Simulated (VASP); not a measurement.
Write the native input for VASP 6.6.1 that does the following.

```yaml
Task: single point
Functional: PBE
Potentials_or_basis: VASP PAW PBE potentials, release 64 (Ti_sv, O)
Cutoff: 520 eV
k_mesh: 6 × 6 × 9
Occupations: fermi-dirac, width 0.05 eV
Spin: no spin polarisation
Dipole_correction: no
Further_INCAR_settings: ALGO = Normal; EDIFF = 1e-06; NBANDS = 33
```

The structure of TiO2 lies in POSCAR:

```
TiO2
1.0
    4.6433190154      0.0000000000      0.0000000000
    0.0000000000      4.6433190154      0.0000000000
    0.0000000000      0.0000000000      2.9638601953
Ti O
2 4
Direct
    0.0000000000      0.0000000000      0.5000000000
    0.5000000000      0.5000000000      0.0000000000
    0.3051281366      0.3051281366      0.5000000000
    0.1948718634      0.8051281366      0.0000000000
    0.8051281366      0.1948718634      0.0000000000
    0.6948718634      0.6948718634      0.5000000000
```

One way to write it, as run:

INCAR

```
SYSTEM = TiO2
PREC = Accurate
ENCUT = 520
EDIFF = 1E-6
ISMEAR = -1
SIGMA = 0.05
LREAL = .FALSE.
LASPH = .TRUE.
NELM = 60
ALGO = Normal
ISIF = 2
LWAVE = .FALSE.
LCHARG = .FALSE.
GGA = PE
NBANDS = 33
```

KPOINTS

```
regular mesh
0
G
  6 6 9
  0 0 0
```

Potentials or basis: VASP PAW PBE potentials, release 64 (Ti_sv, O).

The run is started by

```bash
$ cat potpaw_PBE.64/Ti_sv/POTCAR potpaw_PBE.64/O/POTCAR > POTCAR
$ mpirun -np 1 vasp_std > vasp.out
```

Results of the run:

| Item | Value |
| --- | --- |
| Pressure | 0.7 GPa |
| Largest force | 0.029 eV/Å |
| Band gap on the k mesh | 1.84 eV, direct |

It took 2.5 min on 1 thread of Intel(R) Xeon(R) Platinum 8259CL CPU @ 2.50GHz (Skylake/Cascade Lake) (shared host), peak memory 0.22 GiB.
